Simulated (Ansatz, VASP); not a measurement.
## Two plane-wave programs on InP

```
CELL_PARAMETERS angstrom
0.00000 2.99277 2.99277
2.99277 0.00000 2.99277
2.99277 2.99277 0.00000
ATOMIC_POSITIONS crystal
In 0.00000 0.00000 0.00000
P 0.25000 0.25000 0.25000
```

Alike in both runs: task relaxation of the atoms; functional r2SCAN; k mesh 8 × 8 × 8; occupations fermi-dirac, width 0.02 eV; no spin polarisation.

|  | VASP | Ansatz |
| --- | --- | --- |
| version | VASP 6.6.1 | Ansatz 0.2.0 |
| potentials or method | VASP PAW PBE potentials, release 64 (In_d, P), cutoff 520 eV | PAW plane waves |
| valence electrons in the cell | 18 | 18 |

VASP gave:

* gap on the k mesh at the Fermi level, each at its own relaxed structure (eV): 0.80

Problem. Which values does Ansatz return?

Solution. gap on the k mesh at the Fermi level, each at its own relaxed structure (eV): 0.79.

VASP's potentials were made for PBE, not for r2SCAN. Ansatz's warnings: stress scf threshold loose.

Noted on VASP's run: the relaxation stopped at its first step, so nothing moved.
